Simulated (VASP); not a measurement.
# Hg (P6/mmm) in VASP: further runs, part 2 of 2

VASP 6.6.1. Earlier steps stand in the parts before.

### 3 Single point, PBE

This run uses another cell than the first one, of 36.05 Å³/atom.

File INCAR:

```
  PREC = Accurate
  ENCUT = 520
  EDIFF = 1E-6
  ISMEAR = 0
  SIGMA = 0.1
  LREAL = F
  LASPH = T
  NELM = 100
  ALGO = Fast
  ISIF = 2
  LWAVE = F
  LCHARG = T
  GGA = PE
  LELF = T
  LVHAR = T
  NBANDS = 19
```

File KPOINTS:

```
Automatic mesh
0
Gamma
  6 6 6
```

File POSCAR:

```
Hg
1.0
    5.1351886734      0.0000000000      0.0000000000
   -2.5675943367      4.4472038444      0.0000000000
    0.0000000000      0.0000000000      3.1568691628
Hg
2
Direct
    0.3333333333      0.6666666667      0.5000000000
    0.6666666667      0.3333333333      0.5000000000
```

Potentials or basis: VASP PAW PBE potentials, release 64 (Hg).

Command:

```
$ cat potpaw_PBE.64/Hg/POTCAR > POTCAR
$ mpirun -np 1 vasp_std > vasp.out
```

OUTCAR:

```text
PREC = Accurate
   ENCUT = 520
   EDIFF = 1E-6
   ISMEAR = 0
   LREAL = F
   LASPH = T
   NELM = 100
   ISIF = 2
   GGA = PE

 ion  position               nearest neighbor table
   1  0.333  0.667  0.500-   2 2.96   2 2.96   2 2.96
   2  0.667  0.333  0.500-   1 2.96   1 2.96   1 2.96

  LATTYP: Found a hexagonal cell.
 ALAT       =     5.1351886734
 C/A-ratio  =     0.6147523224

  Lattice vectors:

 A1 = (   5.1351886734,   0.0000000000,   0.0000000000)
 A2 = (  -2.5675943367,   4.4472038444,   0.0000000000)
 A3 = (   0.0000000000,   0.0000000000,   3.1568691628)

Analysis of symmetry for initial positions (statically):
=====================================================================
 Subroutine PRICEL returns:
 Original cell was already a primitive cell.

 Routine SETGRP: Setting up the symmetry group for a
 hexagonal supercell.

 Subroutine GETGRP returns: Found 24 space group operations
 (whereof 24 operations were pure point group operations)
 out of a pool of 24 trial point group operations.

The static configuration has the point symmetry D_6h.

Analysis of symmetry for dynamics (positions and initial velocities):
=====================================================================
 Subroutine PRICEL returns:
 Original cell was already a primitive cell.

 Routine SETGRP: Setting up the symmetry group for a
 hexagonal supercell.

 Subroutine GETGRP returns: Found 24 space group operations
 (whereof 24 operations were pure point group operations)
 out of a pool of 24 trial point group operations.

The dynamic configuration has the point symmetry D_6h.

 Subroutine INISYM returns: Found 24 space group operations
 (whereof 24 operations are pure point group operations),
 and found     1 'primitive' translations

[... 110 lines left out ...]
   EFERMI_NEDOS =   21; number of points for ismear=-14 and -15
   IALGO  =     68    algorithm
   IMIX   =      4    mixing-type and parameters
     AMIX     =   0.40;   BMIX     =  1.00
     AMIX_MAG =   1.60;   BMIX_MAG =  1.00
  volume/ion in A,a.u.               =      36.05       243.26
  Fermi-wavevector in a.u.,A,eV,Ry     =   1.134606  2.144095 17.515212  1.287332
  Thomas-Fermi vector in A             =   2.271311
   LORBIT       =      0    0 simple, 1 ext, 2 COOP (PROOUT), +10 PAW based schemes
   GGA     = PE    functional components
   LHFCALC =     F    Hartree Fock is set to
   AEXX    =    0.0000 exact exchange contribution
   IVDW    =     0    specifies the selected vdW correction
   LEPSILON=     F    determine dielectric tensor
   LRPA    =     F    only Hartree local field effects (RPA)
 non-spin polarized calculation
 RMM-DIIS sequential band-by-band and
 Gauss-broadening in eV      SIGMA  =   0.10
  energy-cutoff  :      520.00
  volume of cell :       72.09
 maximum number of plane-waves:      1980
 NGX is ok and might be reduce to    40
   NGX = 19   NGY = 19   NGZ = 11

 number of electron      24.0000003 magnetization

 Free energy of the ion-electron system (eV)
  ---------------------------------------------------
  ext. energy  EPLUGINS =         0.00000000
  ---------------------------------------------------
  free energy    TOTEN  =        -0.19446947 eV

  energy without entropy =       -0.19208135  energy(sigma->0) =       -0.19327541

 E-fermi :   0.4080     XC(G=0):  -8.3616

 val. band max:        0.4006638374   @ k =   0.0000   0.0000   0.0000
 cond. band min:       0.5024163721   @ k =   0.3333   0.0000   0.5000
 fundamental gap:      0.1017525347
 Fermi energy:         0.4079927240

 k-point     1 :       0.0000    0.0000    0.0000
  band No.  band energies     occupation
      1      -7.1689      2.00000
      2      -6.8562      2.00000
      3      -6.7172      2.00000
      4      -6.5391      2.00000
      5      -6.5391      2.00000
      6      -6.1621      2.00000
[... 505 lines left out ...]
      6      -6.2251      2.00000
[... 11 lines left out ...]
     18       9.3247      0.00000
     19      10.5281      0.00000

 [... further k-points ...]

------------------------ aborting loop because EDIFF is reached ----------------------------------------

  FORCE on cell =-STRESS in cart. coord.  units (eV):
  Direction    XX          YY          ZZ          XY          YZ          ZX
  --------------------------------------------------------------------------------------
  -------------------------------------------------------------------------------------
  Total        0.1314418      0.1314418      0.0415079      0.0000000      0.0000000      0.0000000
  in kB        2.9210840      2.9210840      0.9224471      0.0000000      0.0000000      0.0000000
  external PRESSURE =       2.2548717 kB  Pullay stress =       0.0000000 kB

 VOLUME and BASIS-vectors are now :
 -----------------------------------------------------------------------------
  energy-cutoff  :      520.00
  volume of cell :       72.09
      direct lattice vectors                 reciprocal lattice vectors
     5.135188673  0.000000000  0.000000000     0.194734812  0.112430196  0.000000000
    -2.567594337  4.447203844  0.000000000     0.000000000  0.224860392  0.000000000
     0.000000000  0.000000000  3.156869163     0.000000000  0.000000000  0.316769542

 POSITION                                       TOTAL-FORCE (eV/Angst)
 -----------------------------------------------------------------------------------
     -0.00000      2.96480      1.57843         0.000000      0.000000      0.000000
      2.56759      1.48240      1.57843        -0.000000     -0.000000      0.000000
 -----------------------------------------------------------------------------------
    total drift:                               -0.000000     -0.000000      0.000000

  FREE ENERGIE OF THE ION-ELECTRON SYSTEM (eV)
  ---------------------------------------------------
  free  energy   TOTEN  =        -0.1944694682 eV

  energy  without entropy=       -0.1920813520  energy(sigma->0) =       -0.19327541
```

Run time: 14 s. Hardware: 1 thread of AMD EPYC 9R45 (Zen 5), shared host; peak memory 0.17 GiB.

What came out:

```
Free energy            : -0.1945 eV
Pressure               : 0.2 GPa
Band gap on the k mesh : zero (bands 12 and 13 overlap by 2.16 eV)
```

Caveat: spin-orbit coupling is left out, which moves the levels of the heavy elements.
